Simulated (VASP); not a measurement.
# WSe2 (P6_3/mmc) in VASP: a series of runs

The runs below take WSe2 through single point, with LDA.

Program: VASP 6.6.1. These are calculated values, not measurements. Logs are shortened: lines on timing, memory, paths and dates and some standing lists are left out, and cuts for length are marked.

## 1. The cell of the first run

Symmetry: P6_3/mmc, No. 194, hexagonal system. Conventional cell: a = 3.320 Å, b = 3.320 Å, c = 13.737 Å, α = 90.00°, β = 90.00°, γ = 120.00°. W (site symmetry -6m2) has 6 Se at 2.54 Å and 6 W at 3.32 Å within 3.4 Å. Within 3.4 Å of Se (site symmetry 3m) lie 3 W at 2.54 Å and 7 Se at 3.32 Å.

## 2. Single point, LDA

The input, INCAR:

```
SYSTEM = WSe2
  PREC = Accurate
  ENCUT = 520
  EDIFF = 1E-6
  ISMEAR = 0
  SIGMA = 0.1
  LREAL = .False.
  LASPH = .True.
  NELM = 80
  ALGO = Normal
  ISIF = 2
  LWAVE = .False.
  LCHARG = .False.
  GGA = CA
  NBANDS = 35
```

The input, KPOINTS:

```
regular mesh
0
Gamma
  6 6 2
  0 0 0
```

The input, POSCAR:

```
WSe2
1.0
    3.3199329200      0.0000000000      0.0000000000
   -1.6599664600      2.8751462500      0.0000000000
    0.0000000000      0.0000000000     13.7371873000
W Se
2 4
Direct
    0.6666666700      0.3333333300      0.7500000000
    0.3333333300      0.6666666700      0.2500000000
    0.3333333300      0.6666666700      0.8710007900
    0.6666666700      0.3333333300      0.3710007900
    0.3333333300      0.6666666700      0.6289992100
    0.6666666700      0.3333333300      0.1289992100
```

Potentials or basis: VASP PAW LDA potentials, release 64 (W_sv, Se).

The run is started by

```
$ cat potpaw_LDA.64/W_sv/POTCAR potpaw_LDA.64/Se/POTCAR > POTCAR
$ mpirun -np 1 vasp_std > vasp.out
```

OUTCAR:

```text
SYSTEM = WSe2
   PREC = Accurate
   ENCUT = 520
   EDIFF = 1E-6
   ISMEAR = 0
   LREAL = .False.
   LASPH = .True.
   NELM = 80
   ISIF = 2
   GGA = CA

 ion  position               nearest neighbor table
   1  0.667  0.333  0.750-   3 2.54   5 2.54   3 2.54   5 2.54   3 2.54   5 2.54
   2  0.333  0.667  0.250-   4 2.54   6 2.54   4 2.54   6 2.54   4 2.54   6 2.54
   3  0.333  0.667  0.871-   1 2.54   1 2.54   1 2.54
   4  0.667  0.333  0.371-   2 2.54   2 2.54   2 2.54
   5  0.333  0.667  0.629-   1 2.54   1 2.54   1 2.54
   6  0.667  0.333  0.129-   2 2.54   2 2.54   2 2.54

  LATTYP: Found a hexagonal cell.
 ALAT       =     3.3199329200
 C/A-ratio  =     4.1377906214

  Lattice vectors:

 A1 = (   3.3199329200,   0.0000000000,   0.0000000000)
 A2 = (  -1.6599664600,   2.8751462500,   0.0000000000)
 A3 = (   0.0000000000,   0.0000000000,  13.7371873000)

Analysis of symmetry for initial positions (statically):
=====================================================================
 Subroutine PRICEL returns:
 Original cell was already a primitive cell.

 Routine SETGRP: Setting up the symmetry group for a
 hexagonal supercell.

 Subroutine GETGRP returns: Found 24 space group operations
 (whereof 12 operations were pure point group operations)
 out of a pool of 24 trial point group operations.

The static configuration has the point symmetry D_3d.
 The point group associated with its full space group is D_6h.

Analysis of symmetry for dynamics (positions and initial velocities):
=====================================================================
 Subroutine PRICEL returns:
 Original cell was already a primitive cell.

 Routine SETGRP: Setting up the symmetry group for a
 hexagonal supercell.

 Subroutine GETGRP returns: Found 24 space group operations
 (whereof 12 operations were pure point group operations)
 out of a pool of 24 trial point group operations.

The dynamic configuration has the point symmetry D_3d.
 The point group associated with its full space group is D_6h.

 Subroutine INISYM returns: Found 24 space group operations
 (whereof 12 operations are pure point group operations),
 and found     1 'primitive' translations

----------------------------------------------------------------------------------------

                                     Primitive cell

  volume of cell :     131.1255

  direct lattice vectors                    reciprocal lattice vectors
[... 86 lines left out ...]
   EDIFFG = 0.1E-04   stopping-criterion for IOM
   NSW    =      0    number of steps for IOM
   IBRION =     -1    ionic relax: 0-MD 1-quasi-New 2-CG
   NFREE  =      0    steps in history (QN), initial steepest desc. (CG)
   ISIF   =      2    stress and relaxation
   ISYM   =      2    0-nonsym 1-usesym 2-fastsym
   POTIM  = 0.5000    time-step for ionic-motion
   TEBEG  =    0.0;   TEEND  =   0.0 temperature during run
   PSTRESS=    0.0 pullay stress
   NELECT =      52.0000    total number of electrons
   NUPDOWN=      -1.0000    fix difference up-down
   EMIN   =  10.00;   EMAX   =-10.00  energy-range for DOS
   EFERMI =   0.00;   METHOD = LEGACY
   ISMEAR =     0;   SIGMA  =   0.10  broadening in eV -4-tet -1-fermi 0-gaus
   EFERMI_NEDOS =   21; number of points for ismear=-14 and -15
   IALGO  =     38    algorithm
   IMIX   =      4    mixing-type and parameters
     AMIX     =   0.40;   BMIX     =  1.00
     AMIX_MAG =   1.60;   BMIX_MAG =  1.00
  volume/ion in A,a.u.               =      21.85       147.48
  Fermi-wavevector in a.u.,A,eV,Ry     =   1.202764  2.272894 19.682734  1.446640
  Thomas-Fermi vector in A             =   2.338536
   LORBIT       =      0    0 simple, 1 ext, 2 COOP (PROOUT), +10 PAW based schemes
   GGA     = CA    functional components
   LHFCALC =     F    Hartree Fock is set to
   AEXX    =    0.0000 exact exchange contribution
   IVDW    =     0    specifies the selected vdW correction
   LEPSILON=     F    determine dielectric tensor
   LRPA    =     F    only Hartree local field effects (RPA)
 non-spin polarized calculation
 Gauss-broadening in eV      SIGMA  =   0.10
  energy-cutoff  :      520.00
  volume of cell :      131.13
 maximum number of plane-waves:      3568
 NGX is ok and might be reduce to    28
   NGX = 13   NGY = 13   NGZ = 51

 number of electron      51.9999998 magnetization

 Free energy of the ion-electron system (eV)
  ---------------------------------------------------
  ext. energy  EPLUGINS =         0.00000000
  ---------------------------------------------------
  free energy    TOTEN  =       -48.34718306 eV

  energy without entropy =      -48.34718306  energy(sigma->0) =      -48.34718306

 E-fermi :   5.9472     XC(G=0): -10.5384

 val. band max:        5.2950622220   @ k =   0.0000   0.0000   0.0000
 cond. band min:       6.4494985597   @ k =   0.1667   0.1667   0.0000
 fundamental gap:      1.1544363377
 Fermi energy:         5.9472173457

 k-point     1 :       0.0000    0.0000    0.0000
  band No.  band energies     occupation
      1     -68.5088      2.00000
      2     -68.5087      2.00000
      3     -33.0009      2.00000
      4     -33.0009      2.00000
      5     -32.8852      2.00000
      6     -32.8852      2.00000
[... 521 lines left out ...]
     34       9.7230      0.00000
     35      11.2262      0.00000

------------------------ aborting loop because EDIFF is reached ----------------------------------------

  FORCE on cell =-STRESS in cart. coord.  units (eV):
  Direction    XX          YY          ZZ          XY          YZ          ZX
  --------------------------------------------------------------------------------------
  -------------------------------------------------------------------------------------
  Total       -4.3373278     -4.3373278     -2.8644033      0.0000000     -0.0000000      0.0000000
  in kB      -52.9963255    -52.9963256    -34.9991649      0.0000000     -0.0000000      0.0000000
  external PRESSURE =     -46.9972720 kB  Pullay stress =       0.0000000 kB

 VOLUME and BASIS-vectors are now :
 -----------------------------------------------------------------------------
  energy-cutoff  :      520.00
  volume of cell :      131.13
      direct lattice vectors                 reciprocal lattice vectors
     3.319932920  0.000000000  0.000000000     0.301210905  0.173904197  0.000000000
    -1.659966460  2.875146250  0.000000000     0.000000000  0.347808394  0.000000000
     0.000000000  0.000000000 13.737187300     0.000000000  0.000000000  0.072795106

 POSITION                                       TOTAL-FORCE (eV/Angst)
 -----------------------------------------------------------------------------------
      1.65997      0.95838     10.30289         0.000000      0.000000     -0.000000
     -0.00000      1.91676      3.43430         0.000000      0.000000     -0.000000
     -0.00000      1.91676     11.96510        -0.000000     -0.000000     -0.233187
      1.65997      0.95838      5.09651         0.000000      0.000000     -0.233187
     -0.00000      1.91676      8.64068        -0.000000      0.000000      0.233187
      1.65997      0.95838      1.77209         0.000000      0.000000      0.233187
 -----------------------------------------------------------------------------------
    total drift:                               -0.000010      0.000006     -0.000000

  FREE ENERGIE OF THE ION-ELECTRON SYSTEM (eV)
  ---------------------------------------------------
  free  energy   TOTEN  =       -48.3471830603 eV

  energy  without entropy=      -48.3471830603  energy(sigma->0) =      -48.34718306
```

Run time: 66 s. Hardware: 1 thread of Intel Xeon Platinum 8259CL at 2.50GHz (Skylake/Cascade Lake), shared host; peak memory 0.24 GiB.

What came out:

* Free energy: -48.3472 eV
* Pressure: -4.7 GPa
* Largest force: 0.233 eV/Å
* Band gap on the k mesh: 1.15 eV (least direct gap 1.45 eV)

Forces in eV/Å, atoms in the order of the input:
```
W    0.000  0.000  0.000
W    0.000  0.000  0.000
Se   0.000  0.000 -0.233
Se   0.000  0.000 -0.233
Se   0.000  0.000  0.233
Se   0.000  0.000  0.233
```

Levels at points of the mesh, in eV from the valence-band top:
| k point | band 24 | band 25 | band 26 | band 27 | band 28 | band 29 |
| --- | --- | --- | --- | --- | --- | --- |
| (0.00, 0.00, 0.00) | -1.31 | -0.85 | 0.00 | 2.69 | 2.69 | 2.71 |
| (0.50, 0.00, 0.00) | -1.20 | -1.13 | -1.10 | 2.09 | 2.11 | 2.37 |
| (0.00, 0.00, 0.50) | -1.49 | -0.23 | -0.23 | 2.70 | 2.70 | 2.70 |
| (0.50, 0.00, 0.50) | -1.16 | -1.16 | -1.16 | 2.10 | 2.10 | 2.49 |

Caveat: the cell stands under tension; spin-orbit coupling is left out, which moves the levels of the heavy elements.

## 3. Single point, LDA

This run uses another cell than the first one, of 19.54 Å³/atom.

The input, INCAR:

```
ALGO = Normal
EDIFF = 1E-6
ENCUT = 520
GGA = CA
ISIF = 2
ISMEAR = 0
LASPH = True
LCHARG = False
LREAL = False
LWAVE = False
NBANDS = 35
NELM = 80
PREC = Accurate
SIGMA = 0.02
```

The input, KPOINTS:

```
k-points
0
Gamma
  15 15 4
```

The input, POSCAR:

```
WSe2
1.0
    3.2499571785      0.0000000000      0.0000000000
   -1.6249785893      2.8145454778      0.0000000000
    0.0000000000      0.0000000000     12.8176528821
W Se
2 4
Direct
    0.6666666667      0.3333333333      0.7500000000
    0.3333333333      0.6666666667      0.2500000000
    0.3333333333      0.6666666667      0.8800299657
    0.6666666667      0.3333333333      0.3800299657
    0.3333333333      0.6666666667      0.6199700343
    0.6666666667      0.3333333333      0.1199700343
```

Potentials or basis: VASP PAW LDA potentials, release 64 (W_sv, Se).

The run is started by

```
$ cat potpaw_LDA.64/W_sv/POTCAR potpaw_LDA.64/Se/POTCAR > POTCAR
$ mpirun -np 1 vasp_std > vasp.out
```

Run time: 3.3 min. Hardware: 1 thread of Intel Xeon Platinum 8259CL at 2.50GHz (Skylake/Cascade Lake), shared host; peak memory 0.37 GiB.

The run converged. Its results:

- Free energy: -48.4916 eV
- Pressure: 0.8 GPa
- Largest force: 0.103 eV/Å
- Band gap on the k mesh: 0.89 eV (least direct gap 1.62 eV)

Forces on the atoms (eV/Å):
```
W    0.000  0.000  0.000
W    0.000  0.000  0.000
Se   0.000  0.000  0.103
Se   0.000  0.000  0.103
Se   0.000  0.000 -0.103
Se   0.000  0.000 -0.103
```

Stress tensor (GPa, compression positive):
```
0.71 0.00 0.00
0.00 0.71 0.00
0.00 0.00 0.93
```

Levels at points of the mesh, in eV from the valence-band top:
```
           k point  band 23  band 24  band 25  band 26  band 27  band 28  band 29  band 30
(0.00, 0.00, 0.00)    -1.50    -1.28    -1.01     0.00     2.72     2.72     2.78     2.78
(0.00, 0.00, 0.50)    -1.53    -1.53    -0.23    -0.23     2.73     2.73     2.73     2.73
```

Caveat: spin-orbit coupling is left out, which moves the levels of the heavy elements; an odd mesh through Γ misses points on the zone boundary, where band edges can lie.
